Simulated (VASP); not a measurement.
Set up this calculation in VASP 6.6.1, as the native input.

```
Task                   : single point
Functional             : LDA
Potentials or basis    : VASP PAW LDA potentials, release 64 (W_sv, Si)
Cutoff                 : 520 eV
k mesh                 : 13 × 13 × 13
Occupations            : fermi-dirac, width 0.05 eV
Spin                   : no spin polarisation
Dipole correction      : no
Further INCAR settings : ALGO = Normal; EDIFF = 1e-07; NBANDS = 16
```

The structure of SiW (CsCl type) lies in POSCAR:

```
SiW
1.0
    2.6100344007      0.0000000000      0.0000000000
    0.0000000000      2.6100344007      0.0000000000
    0.0000000000      0.0000000000      2.6100344007
W Si
1 1
Direct
    0.0000000000      0.0000000000      0.0000000000
    0.5000000000      0.5000000000      0.5000000000
```

This cell differs from its parent crystal: volume scaled by 0.65.

One way to write it, as run:

INCAR

```
SYSTEM = SiW
PREC     = Accurate       ! precision mode
ENCUT    = 520            ! plane-wave cutoff, eV
EDIFF    = 1E-7           ! SCF threshold, eV
ISMEAR   = -1             ! smearing method
SIGMA    = 0.05           ! smearing width, eV
LREAL    = .FALSE.        ! projectors in reciprocal space
LASPH    = .TRUE.         ! aspherical terms in the spheres
NELM     = 60             ! most SCF steps
ALGO     = Normal         ! electronic algorithm
ISIF     = 2              ! what is computed and relaxed
LWAVE    = .FALSE.        ! write WAVECAR
LCHARG   = .TRUE.         ! write CHGCAR
GGA      = CA             ! functional
LELF     = .TRUE.         ! ELF
LVHAR    = .TRUE.       
NBANDS   = 16             ! bands
```

KPOINTS

```
regular mesh
0
G
  13 13 13
  0 0 0
```

Potentials or basis: VASP PAW LDA potentials, release 64 (W_sv, Si).

Run with:

```sh
$ cat potpaw_LDA.64/W_sv/POTCAR potpaw_LDA.64/Si/POTCAR > POTCAR
$ mpirun -np 1 vasp_std > vasp.out
```

It gave:

```
Pressure               : 271.7 GPa
Band gap on the k mesh : zero (band 9 reaches 24.35 eV, above the bottom of band 10 at 17.59 eV)
```

Caveat: spin-orbit coupling is left out, which moves the levels of the heavy elements.

It took 14 s on 1 thread of AMD EPYC 7R13 Processor (Zen 3), with other jobs on the host, peak memory 0.11 GiB.
